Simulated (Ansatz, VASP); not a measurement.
# Si2Ni in VASP and in Ansatz

```xyz
3
Lattice="0.0000 2.6751 2.6751 2.6751 0.0000 2.6751 2.6751 2.6751 0.0000" Properties=species:S:1:pos:R:3 pbc="T T T"
Ni    0.0000    0.0000    0.0000
Si    1.3376    1.3376    1.3376
Si    4.0127    4.0127    4.0127
```

Alike in both runs: task single point; functional LDA; k mesh 11 × 11 × 11; occupations fermi-dirac, width 0.05 eV; no spin polarisation.

```csv
,VASP,Ansatz
version,VASP 6.6.1,Ansatz 0.2.0
potentials or method,"VASP PAW LDA potentials, release 64 (Ni, Si), cutoff 520 eV","all-electron LAPW, scalar-relativistic"
```

|  | VASP | Ansatz | Ansatz less VASP |
| --- | --- | --- | --- |
| pressure (GPa) | 0.1 | 0.0 | -0.13 |

LDA's correlation is that of Perdew and Zunger in VASP and of Perdew and Wang (1992) in Ansatz. Ansatz ran all-electron here, and VASP with PAW potentials.
